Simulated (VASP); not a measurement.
# SnO (P4/nmm) in VASP: further runs

The runs below take SnO through single point, with r2SCAN+D3(BJ).

All numbers are computed with VASP 6.6.1; they aren't measurements. Logs are shortened: lines on timing, memory, paths and dates and some standing lists are left out, and cuts for length are marked.

## 1. The cell of the first run

Symmetry: P4/nmm, No. 129, tetragonal system. Conventional cell: a = 3.839 Å, b = 3.839 Å, c = 4.919 Å, α = 90.00°, β = 90.00°, γ = 90.00°. Sn (site symmetry 4mm) has 4 O at 2.24 Å within 3.0 Å. O (site symmetry -4m2) has 4 Sn at 2.24 Å and 4 O at 2.71 Å within 3.0 Å.

## 2. Single point, r2SCAN+D3(BJ)

Input file POSCAR:

```
SnO
1.0
    3.8389522158      0.0000000000      0.0000000000
    0.0000000000      3.8389522158      0.0000000000
    0.0000000000      0.0000000000      4.9192779074
Sn O
2 2
Direct
    0.5000000000      0.0000000000      0.7646261400
    0.0000000000      0.5000000000      0.2353738600
    0.0000000000      0.0000000000      0.0000000000
    0.5000000000      0.5000000000      0.0000000000
```

Input file INCAR.step1:

```
SYSTEM = SnO
ALGO = Normal
EDIFF = 1E-4
ENCUT = 520
GGA = PE
ISMEAR = -1
LASPH = .True.
LCHARG = .False.
LREAL = .False.
LWAVE = .True.
NBANDS = 28
NELM = 80
PREC = Accurate
SIGMA = 0.05
```

Input file INCAR.step2:

```
SYSTEM = SnO
ALGO = Normal
EDIFF = 1E-6
ENCUT = 520
ISIF = 2
ISMEAR = -1
ISTART = 1
IVDW = 12
LASPH = .True.
LCHARG = .False.
LMIXTAU = .True.
LREAL = .False.
LWAVE = .False.
METAGGA = R2SCAN
NBANDS = 28
NELM = 80
PREC = Accurate
SIGMA = 0.05
VDW_A1 = 0.49484001
VDW_A2 = 5.73083694
VDW_S6 = 1.0
VDW_S8 = 0.78981345
```

Input file KPOINTS:

```
k-points
0
Gamma
  7 7 6
  0 0 0
```

Potentials or basis: VASP PAW PBE potentials, release 64 (Sn_d, O).

Run with:

```bash
cat potpaw_PBE.64/Sn_d/POTCAR potpaw_PBE.64/O/POTCAR > POTCAR
cp INCAR.step1 INCAR
mpirun -np 1 vasp_std > vasp.out
cp INCAR.step2 INCAR
mpirun -np 1 vasp_std > vasp.out
```

OUTCAR:

```text
SYSTEM = SnO
   EDIFF = 1E-6
   ENCUT = 520
   ISIF = 2
   ISMEAR = -1
   ISTART = 1
   IVDW = 12
   LASPH = .True.
   LREAL = .False.
   METAGGA = R2SCAN
   NELM = 80
   PREC = Accurate
 IVDW          = 12

 ion  position               nearest neighbor table
   1  0.500  0.000  0.765-   3 2.24   4 2.24   4 2.24   3 2.24   2 3.57   2 3.57   2 3.57   2 3.57

   2  0.000  0.500  0.235-   3 2.24   4 2.24   3 2.24   4 2.24   1 3.57   1 3.57   1 3.57   1 3.57

   3  0.000  0.000  0.000-   1 2.24   2 2.24   2 2.24   1 2.24
   4  0.500  0.500  0.000-   1 2.24   2 2.24   1 2.24   2 2.24

  LATTYP: Found a simple tetragonal cell.
 ALAT       =     3.8389522158
 C/A-ratio  =     1.2814116016

  Lattice vectors:

 A1 = (   3.8389522158,   0.0000000000,   0.0000000000)
 A2 = (   0.0000000000,   3.8389522158,   0.0000000000)
 A3 = (   0.0000000000,   0.0000000000,   4.9192779074)

Analysis of symmetry for initial positions (statically):
=====================================================================
 Subroutine PRICEL returns:
 Original cell was already a primitive cell.

 Routine SETGRP: Setting up the symmetry group for a
 simple tetragonal supercell.

 Subroutine GETGRP returns: Found 16 space group operations
 (whereof  8 operations were pure point group operations)
 out of a pool of 16 trial point group operations.

The static configuration has the point symmetry D_2d.
 The point group associated with its full space group is D_4h.

Analysis of symmetry for dynamics (positions and initial velocities):
=====================================================================
 Subroutine PRICEL returns:
 Original cell was already a primitive cell.

 Routine SETGRP: Setting up the symmetry group for a
 simple tetragonal supercell.

 Subroutine GETGRP returns: Found 16 space group operations
 (whereof  8 operations were pure point group operations)
 out of a pool of 16 trial point group operations.

The dynamic configuration has the point symmetry D_2d.
 The point group associated with its full space group is D_4h.

 Subroutine INISYM returns: Found 16 space group operations
 (whereof  8 operations are pure point group operations),
 and found     1 'primitive' translations

----------------------------------------------------------------------------------------

                                     Primitive cell

  volume of cell :      72.4981

  direct lattice vectors                    reciprocal lattice vectors
     3.838952216  0.000000000  0.000000000     0.260487743  0.000000000  0.000000000
     0.000000000  3.838952216  0.000000000     0.000000000  0.260487743  0.000000000
     0.000000000  0.000000000  4.919277907     0.000000000  0.000000000  0.203281868

  length of vectors
     3.838952216  3.838952216  4.919277907     0.260487743  0.260487743  0.203281868

  position of ions in fractional coordinates (direct lattice)
     0.500000000  0.000000000  0.764626140
     0.000000000  0.500000000  0.235373860
     0.000000000  0.000000000  0.000000000
     0.500000000  0.500000000  0.000000000

  ion indices of the primitive-cell ions
   primitive index   ion index
                 1           1
                 2           2
                 3           3
                 4           4

----------------------------------------------------------------------------------------

 KPOINTS: k-points

Automatic generation of k-mesh.
 Grid dimensions read from file:
 generate k-points for:    7    7    6

 Generating k-lattice:

  Cartesian coordinates                     Fractional coordinates (reciprocal lattice)
     0.037212535  0.000000000  0.000000000     0.142857143  0.000000000  0.000000000
     0.000000000  0.037212535  0.000000000     0.000000000  0.142857143  0.000000000
     0.000000000  0.000000000  0.033880311     0.000000000  0.000000000  0.166666667

  Length of vectors
     0.037212535  0.037212535  0.033880311

  Shift w.r.t. Gamma in fractional coordinates (k-lattice)
     0.000000000  0.000000000  0.000000000

 Subroutine IBZKPT returns following result:
 ===========================================

 Found     40 irreducible k-points:

 Following reciprocal coordinates:
            Coordinates               Weight
  0.000000  0.000000  0.000000      1.000000
  0.142857  0.000000  0.000000      4.000000
  0.285714  0.000000  0.000000      4.000000
  0.428571  0.000000  0.000000      4.000000
  0.142857  0.142857  0.000000      4.000000
  0.285714  0.142857  0.000000      8.000000
[... 16 lines left out ...]
  0.285714  0.000000  0.333333      8.000000
  0.428571  0.000000  0.333333      8.000000
 [... further k-points ...]
   k-points           NKPTS =     40   k-points in BZ     NKDIM =     40   number of bands    NBANDS=     28
   number of dos      NEDOS =    301   number of ions     NIONS =      4
   total plane-waves  NPLWV =  36000
   dimension x,y,z NGX =    30 NGY =   30 NGZ =   40
   dimension x,y,z NGXF=    60 NGYF=   60 NGZF=   80
   ions per type =               2   2
   NGX,Y,Z   is equivalent  to a cutoff of  12.99, 12.99, 13.52 a.u.
   NGXF,Y,Z  is equivalent  to a cutoff of  25.98, 25.98, 27.04 a.u.
 SYSTEM =  SnO
   PREC   = accura    normal or accurate (medium, high low for compatibility)
   ISTART =      1    job   : 0-new  1-cont  2-samecut
   ICHARG =      0    charge: 1-file 2-atom 10-const
   ISPIN  =      1    spin polarized calculation?
   LNONCOLLINEAR =      F non collinear calculations
   LSORBIT =      F    spin-orbit coupling
   LASPH  =      T    aspherical Exc in radial PAW
   ENCUT  =  520.0 eV  38.22 Ry    6.18 a.u.   7.14  7.14  9.15*2*pi/ulx,y,z
   NELM   =     80;   NELMIN=  2; NELMDL=  0     # of ELM steps
   EDIFF  = 0.1E-05   stopping-criterion for ELM
   LREAL  =      F    real-space projection
   EDIFFG = 0.1E-04   stopping-criterion for IOM
   NSW    =      0    number of steps for IOM
   IBRION =     -1    ionic relax: 0-MD 1-quasi-New 2-CG
   NFREE  =      0    steps in history (QN), initial steepest desc. (CG)
   ISIF   =      2    stress and relaxation
   ISYM   =      2    0-nonsym 1-usesym 2-fastsym
   POTIM  = 0.5000    time-step for ionic-motion
   TEBEG  =    0.0;   TEEND  =   0.0 temperature during run
   PSTRESS=    0.0 pullay stress
   NELECT =      40.0000    total number of electrons
   NUPDOWN=      -1.0000    fix difference up-down
   EMIN   =  10.00;   EMAX   =-10.00  energy-range for DOS
   EFERMI =   0.00;   METHOD = LEGACY
   ISMEAR =    -1;   SIGMA  =   0.05  broadening in eV -4-tet -1-fermi 0-gaus
   EFERMI_NEDOS =   21; number of points for ismear=-14 and -15
   IALGO  =     38    algorithm
   IMIX   =      4    mixing-type and parameters
     AMIX     =   0.40;   BMIX     =  1.00
     AMIX_MAG =   1.60;   BMIX_MAG =  1.00
  volume/ion in A,a.u.               =      18.12       122.31
  Fermi-wavevector in a.u.,A,eV,Ry     =   1.342721  2.537375 24.529953  1.802901
  Thomas-Fermi vector in A             =   2.470853
   LORBIT       =      0    0 simple, 1 ext, 2 COOP (PROOUT), +10 PAW based schemes
   METAGGA = R2SCAN    functional components
   LHFCALC =     F    Hartree Fock is set to
   AEXX    =    0.0000 exact exchange contribution
   IVDW    =    12    specifies the selected vdW correction
   LEPSILON=     F    determine dielectric tensor
   LRPA    =     F    only Hartree local field effects (RPA)
 non-spin polarized calculation
  energy-cutoff  :      520.00
  volume of cell :       72.50
 maximum number of plane-waves:      1980
 NGX is ok and might be reduce to    30
   NGX = 15   NGY = 15   NGZ = 19

 number of electron      40.0000008 magnetization

 Free energy of the ion-electron system (eV)
  ---------------------------------------------------
  ext. energy  EPLUGINS =         0.00000000
  ---------------------------------------------------
  free energy    TOTEN  =       -66.89849502 eV

  energy without entropy =      -66.89845491  energy(sigma->0) =      -66.89847497

 E-fermi :   6.9389     XC(G=0): -10.7379

 val. band max:        6.6632928869   @ k =   0.0000   0.0000   0.0000
 cond. band min:       7.2495551815   @ k =   0.4286   0.4286   0.0000
 fundamental gap:      0.5862622946
 Fermi energy:         6.9389022525

 k-point     1 :       0.0000    0.0000    0.0000
  band No.  band energies     occupation
      1     -16.1201      2.00000
      2     -15.6223      2.00000
      3     -15.6085      2.00000
      4     -15.6085      2.00000
      5     -15.5701      2.00000
      6     -15.5452      2.00000
[... 20 lines left out ...]
     27      13.7605      0.00000
     28      14.4583      0.00000

 k-point     2 :       0.1429    0.0000    0.0000
  band No.  band energies     occupation
      1     -16.1084      2.00000
      2     -15.6385      2.00000
      3     -15.6055      2.00000
      4     -15.6041      2.00000
      5     -15.5934      2.00000
      6     -15.5717      2.00000
[... 20 lines left out ...]
     27      14.0550      0.00000
     28      15.8514      0.00000

 k-point     3 :       0.2857    0.0000    0.0000
  band No.  band energies     occupation
      1     -16.0756      2.00000
      2     -15.7923      2.00000
      3     -15.5960      2.00000
      4     -15.5932      2.00000
      5     -15.5854      2.00000
      6     -15.5752      2.00000
[... 20 lines left out ...]
     27      14.4328      0.00000
     28      17.9546      0.00000

 k-point     4 :       0.4286    0.0000    0.0000
  band No.  band energies     occupation
      1     -16.0195      2.00000
      2     -15.9282      2.00000
      3     -15.5836      2.00000
      4     -15.5828      2.00000
      5     -15.5781      2.00000
      6     -15.5774      2.00000
[... 578 lines left out ...]
     27      14.8432      0.00000
     28      16.0998      0.00000

 k-point    23 :       0.2857    0.0000    0.3333
  band No.  band energies     occupation
      1     -16.0736      2.00000
      2     -15.8120      2.00000
      3     -15.6025      2.00000
      4     -15.5892      2.00000
      5     -15.5807      2.00000
      6     -15.5804      2.00000
[... 20 lines left out ...]
     27      15.3707      0.00000
     28      17.5083      0.00000

 k-point    24 :       0.4286    0.0000    0.3333
  band No.  band energies     occupation
      1     -16.0257      2.00000
      2     -15.9422      2.00000
      3     -15.6046      2.00000
      4     -15.5969      2.00000
      5     -15.5758      2.00000
      6     -15.5753      2.00000
[... 20 lines left out ...]
     27      15.9560      0.00000
     28      16.8093      0.00000

 [... further k-points ...]

------------------------ aborting loop because EDIFF is reached ----------------------------------------

 Edisp (eV)   -0.42687

 E8    (eV) :    -0.1452

  FORCE on cell =-STRESS in cart. coord.  units (eV):
  Direction    XX          YY          ZZ          XY          YZ          ZX
  --------------------------------------------------------------------------------------
  -------------------------------------------------------------------------------------
  Total      -1.32063    -1.32063    -1.05267     0.00000     0.00000     0.00000
  in kB     -29.18525   -29.18525   -23.26356     0.00000     0.00000     0.00000
  external pressure =      -27.21 kB  Pullay stress =        0.00 kB

 VOLUME and BASIS-vectors are now :
 -----------------------------------------------------------------------------
  energy-cutoff  :      520.00
  volume of cell :       72.50
      direct lattice vectors                 reciprocal lattice vectors
     3.838952216  0.000000000  0.000000000     0.260487743  0.000000000  0.000000000
     0.000000000  3.838952216  0.000000000     0.000000000  0.260487743  0.000000000
     0.000000000  0.000000000  4.919277907     0.000000000  0.000000000  0.203281868

 POSITION                                       TOTAL-FORCE (eV/Angst)
 -----------------------------------------------------------------------------------
      1.91948      0.00000      3.76141        -0.000000      0.000000      0.263842
      0.00000      1.91948      1.15787         0.000000      0.000000     -0.263842
      0.00000      0.00000      0.00000         0.000000      0.000000      0.000000
      1.91948      1.91948      0.00000         0.000000     -0.000000      0.000000
 -----------------------------------------------------------------------------------
    total drift:                                0.000000      0.000000      0.000000

  FREE ENERGIE OF THE ION-ELECTRON SYSTEM (eV)
  ---------------------------------------------------
  free  energy   TOTEN  =       -67.3253601904 eV

  energy  without entropy=      -67.3253200739  energy(sigma->0) =      -67.32534013
```

Run time: 5 min. Hardware: 1 thread of Intel Xeon Platinum 8259CL at 2.50GHz (Skylake/Cascade Lake), shared host; peak memory 0.23 GiB.

Results:

```yaml
Free_energy: -67.3254 eV
Pressure: -2.7 GPa
Largest_force: 0.264 eV/Å
Band_gap_on_the_k_mesh: 0.59 eV (least direct gap 2.35 eV)
Dispersion_energy_per_atom: -0.107 eV
```

Forces in eV/Å, atoms in the order of the input:
```
Sn   0.000  0.000  0.264
Sn   0.000  0.000 -0.264
O    0.000  0.000  0.000
O    0.000  0.000  0.000
```

Levels at points of the mesh, in eV from the valence-band top:
```tsv
k point	band 17	band 18	band 19	band 20	band 21	band 22	band 23	band 24
(0.00, 0.00, 0.00)	-3.67	-3.38	-3.38	0.00	2.35	4.55	4.94	4.94
(0.00, 0.00, 0.50)	-3.39	-3.39	-3.20	-2.36	2.02	3.25	3.25	3.84
```

Caveat: the PAW data sets were made with another functional, which shifts forces and pressure a little; spin-orbit coupling is left out, which moves the levels of the heavy elements; an odd mesh through Γ misses points on the zone boundary, where band edges can lie.

## 3. Single point, r2SCAN+D3(BJ)

This run uses another cell than the first one, of 18.48 Å³/atom.

Input file POSCAR:

```
SnO
1.0
    3.8638811754      0.0000000000      0.0000000000
    0.0000000000      3.8638811754      0.0000000000
    0.0000000000      0.0000000000      4.9512221655
Sn O
2 2
Direct
    0.5000000000      0.0000000000      0.7646261400
    0.0000000000      0.5000000000      0.2353738600
    0.0000000000      0.0000000000      0.0000000000
    0.5000000000      0.5000000000      0.0000000000
```

Input file INCAR.step1:

```
SYSTEM = SnO
  PREC = Accurate
  ENCUT = 520
  ISMEAR = -1
  SIGMA = 0.05
  LREAL = .False.
  LASPH = .True.
  NELM = 80
  NBANDS = 28
  GGA = PE
  ALGO = Normal
  EDIFF = 1E-4
  LWAVE = .True.
  LCHARG = .False.
```

Input file INCAR.step2:

```
SYSTEM = SnO
  PREC = Accurate
  ENCUT = 520
  EDIFF = 1E-6
  ISMEAR = -1
  SIGMA = 0.05
  LREAL = .False.
  LASPH = .True.
  NELM = 80
  ALGO = Normal
  ISIF = 2
  LWAVE = .False.
  LCHARG = .False.
  METAGGA = R2SCAN
  LMIXTAU = .True.
  IVDW = 12
  VDW_S6 = 1.0
  VDW_S8 = 0.78981345
  VDW_A1 = 0.49484001
  VDW_A2 = 5.73083694
  NBANDS = 28
  ISTART = 1
```

Input file KPOINTS:

```
regular mesh
0
Gamma
  7 7 6
  0 0 0
```

Potentials or basis: VASP PAW PBE potentials, release 64 (Sn_d, O).

Run with:

```bash
cat potpaw_PBE.64/Sn_d/POTCAR potpaw_PBE.64/O/POTCAR > POTCAR
cp INCAR.step1 INCAR
mpirun -np 1 vasp_std > vasp.out
cp INCAR.step2 INCAR
mpirun -np 1 vasp_std > vasp.out
```

It took 5.7 min on 1 thread of Intel Xeon Platinum 8259CL at 2.50GHz (Skylake/Cascade Lake), shared host; peak memory 0.24 GiB.

Results (log left out):

| Quantity | Value |
| --- | --- |
| Free energy | -67.2952 eV |
| Pressure | -4.4 GPa |
| Largest force | 0.520 eV/Å |
| Band gap on the k mesh | 0.66 eV (least direct gap 2.33 eV) |
| Dispersion energy per atom | -0.105 eV |

Forces on the atoms (eV/Å):
```
Sn   0.000  0.000  0.520
Sn   0.000  0.000 -0.520
O    0.000  0.000  0.000
O    0.000  0.000  0.000
```

Stress tensor (GPa, compression positive):
```
-4.71  0.00  0.00
 0.00 -4.71  0.00
 0.00  0.00 -3.71
```

Levels at points of the mesh, in eV from the valence-band top:
```
           k point  band 18  band 19  band 20  band 21  band 22  band 23
(0.00, 0.00, 0.00)    -3.22    -3.22     0.00     2.33     4.58     4.94
(0.00, 0.00, 0.50)    -3.23    -3.23    -2.24     2.05     3.30     3.30
```

Caveat: the cell stands under tension; the PAW data sets were made with another functional, which shifts forces and pressure a little; spin-orbit coupling is left out, which moves the levels of the heavy elements; an odd mesh through Γ misses points on the zone boundary, where band edges can lie.

## 4. Single point, r2SCAN+D3(BJ)

This run uses another cell than the first one, of 18.84 Å³/atom.

Input file POSCAR:

```
SnO
1.0
    3.8884925471      0.0000000000      0.0000000000
    0.0000000000      3.8884925471      0.0000000000
    0.0000000000      0.0000000000      4.9827594627
Sn O
2 2
Direct
    0.5000000000      0.0000000000      0.7646261400
    0.0000000000      0.5000000000      0.2353738600
    0.0000000000      0.0000000000      0.0000000000
    0.5000000000      0.5000000000      0.0000000000
```

Input file INCAR.step1:

```
PREC = Accurate ; ENCUT = 520
ISMEAR = -1 ; SIGMA = 0.05
LREAL = False ; LASPH = True
NELM = 60 ; NBANDS = 28
GGA = PE ; ALGO = Normal
EDIFF = 1E-4 ; LWAVE = True
LCHARG = False
```

Input file INCAR.step2:

```
PREC = Accurate ; ENCUT = 520
EDIFF = 1E-6 ; ISMEAR = -1
SIGMA = 0.05 ; LREAL = False
LASPH = True ; NELM = 60
ALGO = Normal ; ISIF = 2
LWAVE = False ; LCHARG = False
METAGGA = R2SCAN ; LMIXTAU = True
IVDW = 12 ; VDW_S6 = 1.0
VDW_S8 = 0.78981345 ; VDW_A1 = 0.49484001
VDW_A2 = 5.73083694 ; NBANDS = 28
ISTART = 1
```

Input file KPOINTS:

```
regular mesh
0
Gamma
  7 7 6
```

Run with:

```bash
cat potpaw_PBE.64/Sn_d/POTCAR potpaw_PBE.64/O/POTCAR > POTCAR
cp INCAR.step1 INCAR
mpirun -np 1 vasp_std > vasp.out
cp INCAR.step2 INCAR
mpirun -np 1 vasp_std > vasp.out
```

It took 5.2 min on 1 thread of Intel Xeon Platinum 8259CL at 2.50GHz (Skylake/Cascade Lake), shared host; peak memory 0.24 GiB.

Results (log left out):

```
Free energy                : -67.2513 eV
Pressure                   : -5.8 GPa
Largest force              : 0.758 eV/Å
Band gap on the k mesh     : 0.73 eV (least direct gap 2.31 eV)
Dispersion energy per atom : -0.103 eV
```

Forces on the atoms (eV/Å):
```
Sn   0.000  0.000  0.758
Sn   0.000  0.000 -0.758
O    0.000  0.000  0.000
O    0.000  0.000  0.000
```

Stress tensor (GPa, compression positive):
```
-6.29  0.00  0.00
 0.00 -6.29  0.00
 0.00  0.00 -4.93
```

Levels at points of the mesh, in eV from the valence-band top:
```tsv
k point	band 17	band 18	band 19	band 20	band 21	band 22	band 23	band 24
(0.00, 0.00, 0.00)	-3.36	-3.07	-3.07	0.00	2.31	4.60	4.95	4.95
(0.00, 0.00, 0.50)	-3.27	-3.08	-3.08	-2.12	2.08	3.34	3.34	3.84
```

Caveat: the cell stands under tension; the PAW data sets were made with another functional, which shifts forces and pressure a little; spin-orbit coupling is left out, which moves the levels of the heavy elements; an odd mesh through Γ misses points on the zone boundary, where band edges can lie.

## 5. The runs side by side

```tsv
cell	gap on the mesh (eV)	pressure (GPa)	largest force (eV/Å)
a = 3.839, b = 3.839, c = 4.919 Å, 4 atoms	0.59	-2.7	0.26
a = 3.864, b = 3.864, c = 4.951 Å, 4 atoms	0.66	-4.4	0.52
a = 3.888, b = 3.888, c = 4.983 Å, 4 atoms	0.73	-5.8	0.76
```

Alike in all rows: task single point; level r2SCAN+D3(BJ); potentials or basis VASP PAW PBE potentials, release 64 (Sn_d, O); no spin polarisation; k mesh 7 × 7 × 6; cutoff (eV) 520; smearing fermi-dirac 0.05 eV.

Caveats: the PAW data sets were made with another functional, which shifts forces and pressure a little; spin-orbit coupling is left out, which moves the levels of the heavy elements; an odd mesh through Γ misses points on the zone boundary, where band edges can lie; the cell stands under tension (at least some runs).

Total energies depend on the potentials used, so only differences within one code and one set of settings carry meaning.
